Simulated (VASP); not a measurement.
Here is a VASP 6.6.1 calculation.

INCAR

```
  PREC = Accurate
  ENCUT = 600
  EDIFF = 1E-6
  ISMEAR = 0
  SIGMA = 0.1
  LREAL = F
  LASPH = T
  NELM = 60
  ALGO = Normal
  ISIF = 3
  LWAVE = F
  LCHARG = F
  GGA = PE
  IBRION = 2
  NSW = 100
  EDIFFG = -0.01
```

KPOINTS

```
Automatic mesh
0
Gamma
  12 12 10
```

File POSCAR:

```
Cu4O
1.0
    4.9778661272      0.0000000000      0.0000000000
   -2.4889330636      4.3109585228      0.0000000000
    0.0000000000      0.0000000000      3.5599115216
Cu O
4 1
Direct
    0.0000000000      0.0000000000      0.0000000000
    0.5000000000      0.0000000000      0.0000000000
    0.0000000000      0.5000000000      0.0000000000
    0.5000000000      0.5000000000      0.0000000000
    0.0000000000      0.0000000000      0.5000000000
```

Potentials or basis: VASP PAW PBE potentials, release 64 (Cu, O).

Launch:

```bash
$ cat potpaw_PBE.64/Cu/POTCAR potpaw_PBE.64/O/POTCAR > POTCAR
$ mpirun -np 1 vasp_std > vasp.out
```

Q: What does it give for the relaxed volume?

A: 15.36 Å³/atom.

Q: Predict the band gap on the k mesh.

A: Zero (bands 25 and 26 overlap by 1.29 eV).

Q: What does it give for the relaxed cell?

A: a = 4.981 Å, b = 4.981 Å, c = 3.575 Å, α = 90.00°, β = 90.00°, γ = 120.00°.

Q: Estimate the space group after relaxing (to 0.1 Å).

A: P6/mmm (No. 191).

Final structure:
```cif
data_structure
_symmetry_space_group_name_H-M 'P 1'
_symmetry_Int_Tables_number 1
_cell_length_a 4.9809
_cell_length_b 4.9809
_cell_length_c 3.5750
_cell_angle_alpha 90.000
_cell_angle_beta 90.000
_cell_angle_gamma 120.000
_cell_volume 76.81
loop_
_atom_site_label
_atom_site_type_symbol
_atom_site_fract_x
_atom_site_fract_y
_atom_site_fract_z
_atom_site_occupancy
Cu1 Cu 0.00000 0.00000 0.00000 1
Cu2 Cu 0.50000 0.00000 0.00000 1
Cu3 Cu 0.00000 0.50000 0.00000 1
Cu4 Cu 0.50000 0.50000 0.00000 1
O1 O 0.00000 0.00000 0.50000 1
```

With open d or f shells a metallic result of PBE can be an artefact of self-interaction; +U or a hybrid may open a gap.
